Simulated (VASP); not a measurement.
CsEu:

```
CELL_PARAMETERS angstrom
4.46442 0.00000 0.00000
-2.23221 3.86630 0.00000
0.00000 0.00000 8.00863
ATOMIC_POSITIONS crystal
Eu 0.66667 0.33333 0.00000
Cs 0.00000 0.00000 0.50000
```

Base run:

| Quantity | Value |
| --- | --- |
| Program | VASP 6.6.1 |
| Functional | PBE |
| Potentials or basis | VASP PAW PBE potentials, release 64 (Eu, Cs_sv) |
| Cutoff | 520 eV |
| k mesh | 6 × 6 × 3 |
| Occupations | fermi-dirac, width 0.05 eV |
| Spin | collinear spin, ferromagnetic start |
| Starting moments | [7.0, 0.0] μB |
| Fixed moment | 7 μB |

Its results: pressure -0.1 GPa; site moments Eu +6.71; Cs -0.01 μB.

**Question.** The run is repeated on the same cell with these changes: fixed moment from 7 μB to 14 μB; moments at the start from [7.0, 0.0] to [14.0, 0.0]. What comes out?

**Answer.** Pressure -3.4 GPa; site moments Eu +6.98; Cs +2.33 μB.

Caveats: the total moment is fixed, so each spin has its own Fermi level and the state may be an excited one; the cell stands under tension (at least some runs).
